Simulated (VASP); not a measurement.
# Ba: single point with PBE

The system is Ba.

```
CELL_PARAMETERS angstrom
3.80634 0.00000 0.00000
-1.90317 3.29639 0.00000
0.00000 0.00000 3.46943
ATOMIC_POSITIONS crystal
Ba 0.00000 0.00000 0.00000
```

```json
{
  "Program": "VASP 6.6.1",
  "Task": "single point",
  "Functional": "PBE",
  "Potentials or basis": "VASP PAW PBE potentials, release 64 (Ba_sv)",
  "Cutoff": "520 eV",
  "k mesh": "10 × 10 × 9",
  "Occupations": "fermi-dirac, width 0.08 eV",
  "Spin": "no spin polarisation",
  "Dipole correction": "no",
  "Further INCAR settings": "ALGO = Normal; EDIFF = 1e-06; NBANDS = 11"
}
```

| Item | Value |
| --- | --- |
| Pressure | 5.3 GPa |
| Band gap on the k mesh | zero (band 5 reaches 3.80 eV, above the bottom of band 6 at 2.85 eV) |

Stress tensor (GPa, compression positive):
```
5.16 0.00 0.00
0.00 5.16 0.00
0.00 0.00 5.57
```

Levels at points of the mesh, in eV from the Fermi level:
| k point | band 3 | band 4 | band 5 | band 6 | band 7 | band 8 |
| --- | --- | --- | --- | --- | --- | --- |
| (0.00, 0.00, 0.00) | -13.30 | -13.10 | -2.72 | -0.23 | 1.97 | 1.97 |
| (0.50, 0.00, 0.00) | -13.62 | -12.93 | -1.28 | 0.53 | 2.30 | 3.71 |

Run time: 10 s on 1 thread of Intel(R) Xeon(R) 6975P-C (Granite Rapids), on a shared host, peak memory 0.17 GiB.

Caveat: spin-orbit coupling is left out, which moves the levels of the heavy elements.
